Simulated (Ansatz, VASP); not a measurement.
**BiBr2 in VASP and in Ansatz**

```
Bi Br
1.0
    -1.81464    1.81464    7.40486
     1.81464   -1.81464    7.40486
     1.81464    1.81464   -7.40486
Bi Br
1 2
Direct
  0.00000 0.00000 0.00000
  0.63029 0.63029 0.00000
  0.36971 0.36971 0.00000
```

Alike in both runs: functional PBE; k mesh 16 × 16 × 16; occupations gaussian, width 0.1 eV; no spin polarisation.

Ansatz relaxed the structure, and its values are those at the end. VASP's run is a single point on that final structure, the one shown.

|  | VASP | Ansatz |
| --- | --- | --- |
| version | VASP 6.6.1 | Ansatz 0.2.0 |
| potentials or method | VASP PAW PBE potentials, release 64 (Bi_d, Br), cutoff 520 eV | scalar-relativistic, plane waves, PAW |
| valence electrons in the cell | 29 | 29 |

|  | VASP | Ansatz | Ansatz less VASP |
| --- | --- | --- | --- |
| gap on the k mesh at the Fermi level (eV) | none | none | - |
| pressure (GPa) | 0.0 | 0.0 | +0.02 |

A gap of «none» marks a metal or a gap that the smearing closes.

Neither program's run includes spin-orbit coupling.
